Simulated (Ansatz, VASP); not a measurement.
**CdS: VASP beside Ansatz**

```
Cd S
1.0
     0.00000    3.44597    3.44597
     3.44597    0.00000    3.44597
     3.44597    3.44597    0.00000
Cd S
2 2
Direct
  0.50000 0.50000 0.50000
  0.75000 0.75000 0.75000
  0.00000 0.00000 0.00000
  0.25000 0.25000 0.25000
```

Alike in both runs: functional PBE; k mesh 3 × 3 × 3; occupations gaussian, width 0.15 eV; no spin polarisation.

Ansatz relaxed the structure, and its values are those at the end. VASP's run is a single point on that final structure, the one shown.

```csv
,VASP,Ansatz
version,VASP 6.6.1,Ansatz 0.2.0
potentials or method,"VASP PAW PBE potentials, release 64 (Cd, S), cutoff 500 eV","scalar-relativistic, plane waves, PAW"
valence electrons in the cell,36,52
```

```tsv
	VASP	Ansatz	Ansatz less VASP
gap on the k mesh at the Fermi level (eV)	none	none	-
pressure (GPa)	0.2	-0.1	-0.25
```

A gap of «none» marks a metal or a gap that the smearing closes. VASP's potentials hold 36 valence electrons a cell and Ansatz's 52, so a difference there can come from the potentials and not from the codes.

The k mesh is coarse, so the values compare programs but aren't converged.
